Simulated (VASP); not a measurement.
# Cu: single point with PBE

Cu:

```
CELL_PARAMETERS angstrom
2.85000 0.00000 0.00000
0.00000 2.85000 0.00000
0.00000 0.00000 2.85000
ATOMIC_POSITIONS crystal
Cu 0.00000 0.00000 0.00000
Cu 0.44987 0.44987 0.44987
```

```json
{
  "Program": "VASP 6.6.1",
  "Task": "single point",
  "Functional": "PBE",
  "Potentials or basis": "VASP PAW PBE potentials, release 64 (Cu)",
  "Cutoff": "600 eV",
  "k mesh": "4 × 4 × 4",
  "Occupations": "fermi-dirac, width 0.15 eV",
  "Spin": "no spin polarisation",
  "Dipole correction": "no",
  "Further INCAR settings": "ALGO = Normal; EDIFF = 1e-06; NBANDS = 18"
}
```

| Quantity | Value |
| --- | --- |
| Pressure | 10.0 GPa |
| Largest force | 2.121 eV/Å |
| Band gap on the k mesh | zero (band 11 reaches 13.18 eV, above the bottom of band 12 at 6.69 eV) |

Forces in eV/Å, atoms in the order of the input:
```
Cu  -1.225 -1.225 -1.225
Cu   1.225  1.225  1.225
```

Stress tensor (GPa, compression positive):
```
9.99 3.53 3.53
3.53 9.99 3.53
3.53 3.53 9.99
```

Levels at points of the mesh, in eV from the Fermi level:
```tsv
k point	band 9	band 10	band 11	band 12	band 13	band 14
(0.00, 0.00, 0.00)	-1.58	-1.58	-1.35	8.61	8.62	8.62
(0.50, 0.00, 0.00)	-2.27	-1.86	-1.45	-0.97	14.27	14.30
(0.50, 0.50, 0.00)	-1.36	-1.31	-0.46	-0.30	4.46	4.63
(0.50, 0.50, 0.50)	-1.90	-1.90	5.51	6.17	6.17	7.29
```

Run time: 4.6 s on 1 thread of Intel(R) Xeon(R) Platinum 8488C (Sapphire Rapids), on a shared host, peak memory 0.13 GiB.

Caveat: the k points lie up to 0.55 Å⁻¹ apart; forces of over 1 eV/Å act on the atoms, so gaps and moduli don't describe the material at rest.
